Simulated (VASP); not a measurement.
SiS2:

```
CELL_PARAMETERS angstrom
-3.03196 5.43676 2.90186
3.03196 -5.43676 2.90186
3.03196 5.43676 -2.90186
ATOMIC_POSITIONS crystal
Si 0.75000 0.75000 0.00000
Si 0.25000 0.25000 0.00000
S 0.89001 0.80071 0.69072
S 0.10999 0.19929 0.30928
S 0.39001 0.69929 0.08929
S 0.60999 0.30071 0.91071
```

| Property | Result |
| --- | --- |
| Program | VASP 6.6.1 |
| Task | relaxation of shape and atoms at fixed volume |
| Functional | RPBE |
| Potentials or basis | VASP PAW PBE potentials, release 64 (Si, S) |
| Cutoff | 500 eV |
| k mesh | 6 × 6 × 6 |
| Occupations | gaussian, width 0.05 eV |
| Spin | no spin polarisation |

At the start: pressure -4.5 GPa; volume 31.89 Å³/atom.

Q: How do energy, volume and symmetry change on relaxing?

A: Over 5 steps the energy falls by 61.1 meV/atom; space group Ibam (No. 72, to 0.1 Å) before and after.

The path:
```
step  energy change (eV)  largest force (eV/Å)  pressure (GPa)  volume (Å³)
   1              0.0000                1.5358           -4.45       191.34
   2             -0.3281                0.3415           -1.01       191.34
   3             -0.3500                0.0945            0.22       191.34
   4             -0.3654                0.0234            0.43       191.34
   5             -0.3663                0.0059            0.49       191.34
```

Final structure:
```
CELL_PARAMETERS angstrom
-3.08343 5.54233 2.79907
3.08343 -5.54233 2.79907
3.08343 5.54233 -2.79907
ATOMIC_POSITIONS crystal
Si 0.75000 0.75000 0.00000
Si 0.25000 0.25000 0.00000
S 0.89607 0.81191 0.70798
S 0.10393 0.18809 0.29202
S 0.39607 0.68809 0.08416
S 0.60393 0.31191 0.91584
```

Caveat: the PAW data sets were made with another functional, which shifts forces and pressure a little.
